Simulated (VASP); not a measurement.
Wanted: the native input for a VASP 6.6.1 run.

| Property | Result |
| --- | --- |
| Task | relaxation of the atoms |
| Functional | r2SCAN |
| Potentials or basis | VASP PAW PBE potentials, release 64 (H) |
| Cutoff | 520 eV |
| k mesh | 1 × 1 × 1 |
| Occupations | methfessel-paxton, width 0.05 eV |
| Spin | no spin polarisation |
| Dipole correction | no |
| Further INCAR settings | ALGO = Normal; EDIFF = 1e-07; IBRION = 2; EDIFFG = -0.01; NSW = 80 |

The system is H2, in a box.

```xyz
2
Lattice="9.0000 0.0000 0.0000 0.0000 9.5000 0.0000 0.0000 0.0000 10.0000" Properties=species:S:1:pos:R:3 pbc="T T T"
H     4.5000    4.7500    4.6250
H     4.5000    4.7500    5.3750
```

The input as run:

POSCAR

```
H
1.0
    9.0000000000      0.0000000000      0.0000000000
    0.0000000000      9.5000000000      0.0000000000
    0.0000000000      0.0000000000     10.0000000000
H
2
Direct
    0.5000000000      0.5000000000      0.4625000000
    0.5000000000      0.5000000000      0.5375000000
```

INCAR.step1

```
SYSTEM = H
PREC = Accurate ; ENCUT = 520
ISMEAR = 1 ; SIGMA = 0.05
LREAL = .False. ; LASPH = .True.
NELM = 80 ; GGA = PE
ALGO = Normal ; EDIFF = 1E-4
LWAVE = .True. ; LCHARG = .False.
```

INCAR.step2

```
SYSTEM = H
PREC = Accurate ; ENCUT = 520
EDIFF = 1E-7 ; ISMEAR = 1
SIGMA = 0.05 ; LREAL = .False.
LASPH = .True. ; NELM = 80
ALGO = Normal ; ISIF = 2
LWAVE = .False. ; LCHARG = .False.
METAGGA = R2SCAN ; LMIXTAU = .True.
IBRION = 2 ; NSW = 80
EDIFFG = -0.01 ; ISTART = 1
```

KPOINTS

```
Automatic mesh
0
Gamma
  1 1 1
  0 0 0
```

Potentials or basis: VASP PAW PBE potentials, release 64 (H).

Run with:

```console
$ cat potpaw_PBE.64/H/POTCAR > POTCAR
$ cp INCAR.step1 INCAR
$ mpirun -np 1 vasp_gam > vasp.out
$ cp INCAR.step2 INCAR
$ mpirun -np 1 vasp_gam > vasp.out
```

It gave:

```yaml
Energy_gained_by_relaxing: 0.7 meV/atom
Ionic_steps: 3
Gap_between_the_frontier_levels: 11.04 eV
```

Wall time 9.9 min on 1 thread of Intel(R) Xeon(R) 6975P-C (Granite Rapids), on a shared host, peak memory 0.95 GiB.
